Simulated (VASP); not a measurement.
ZrB: single point with LDA

The system is ZrB.

```
CELL_PARAMETERS angstrom
0.00000 2.21089 2.65219
2.21089 0.00000 2.65219
2.21089 2.21089 0.00000
ATOMIC_POSITIONS crystal
Zr 0.00000 0.00000 0.00000
B 0.50000 0.50000 0.50000
```

This cell differs from its parent crystal: volume 12.964 Å^3 an atom, c/a of the conventional cell 1.1996.

* Program: VASP 6.6.1
* Task: single point
* Functional: LDA
* Potentials or basis: VASP PAW LDA potentials, release 64 (Zr_sv, B)
* Cutoff: 520 eV
* k mesh: 18 × 18 × 18
* Occupations: gaussian, width 0.15 eV
* Spin: no spin polarisation
* Dipole correction: no
* Further INCAR settings: ALGO = Normal; EDIFF = 1e-06; NBANDS = 14

The pressure is 26.2 GPa.

Stress tensor (GPa, compression positive):
```
 48.87   0.00   0.00
  0.00  48.87   0.00
  0.00   0.00 -19.15
```

Levels at points of the mesh, in eV from the Fermi level:
| k point | band 5 | band 6 | band 7 | band 8 | band 9 | band 10 | band 11 | band 12 |
| --- | --- | --- | --- | --- | --- | --- | --- | --- |
| (0.00, 0.00, 0.00) | -8.23 | 0.50 | 1.79 | 2.56 | 2.56 | 2.93 | 4.05 | 4.05 |
| (0.50, 0.00, 0.00) | -4.20 | -3.40 | -2.01 | -1.44 | 5.15 | 5.95 | 7.43 | 7.72 |
| (0.50, 0.50, 0.00) | -6.58 | -1.62 | -1.12 | 3.22 | 3.22 | 5.18 | 6.32 | 6.32 |
| (0.50, 0.00, 0.50) | -6.48 | -1.10 | 0.44 | 1.73 | 2.58 | 4.76 | 5.14 | 7.57 |

Run time: 2.6 min on 1 thread of AMD EPYC 7R43 64-Core Processor (Zen 3), on a shared host, peak memory 0.25 GiB.
